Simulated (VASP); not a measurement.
GaAs: single point with PBE

Crystal: GaAs.

```
Ga As
1.0
     2.85974    0.00000    0.00000
    -1.42987    2.47661    0.00000
     0.00000    0.00000    5.41732
Ga As
1 1
Direct
  0.00000 0.00000 0.50000
  0.00000 0.00000 0.00000
```

The cell was generated, and may not be a known phase.

```
Program             : VASP 6.6.1
Task                : single point
Functional          : PBE
Potentials or basis : VASP PAW PBE potentials, release 64 (Ga_d, As)
Cutoff              : 520 eV
k mesh              : 24 × 24 × 12
Occupations         : gaussian, width 0.1 eV
Spin                : no spin polarisation
```

| Item | Value |
| --- | --- |
| Pressure | 0.2 GPa |
| Band gap on the k mesh | zero (bands 9 and 10 overlap by 8.13 eV) |

Levels at points of the mesh, in eV from the Fermi level:
| k point | band 6 | band 7 | band 8 | band 9 | band 10 | band 11 | band 12 | band 13 |
| --- | --- | --- | --- | --- | --- | --- | --- | --- |
| (0.00, 0.00, 0.00) | -13.91 | -8.10 | -5.75 | 6.45 | 6.45 | 6.57 | 10.24 | 13.42 |
| (0.50, 0.00, 0.00) | -9.52 | -5.91 | -2.26 | -1.89 | -1.57 | 2.94 | 3.79 | 7.88 |
| (0.00, 0.00, 0.50) | -13.77 | -9.80 | -1.13 | 0.19 | 6.57 | 6.57 | 12.55 | 12.55 |
| (0.50, 0.00, 0.50) | -9.45 | -5.57 | -4.44 | -2.68 | 3.07 | 3.11 | 4.85 | 7.67 |

It took 71 s on 1 thread of Intel(R) Xeon(R) Platinum 8488C (Sapphire Rapids), on a shared host, peak memory 0.38 GiB.
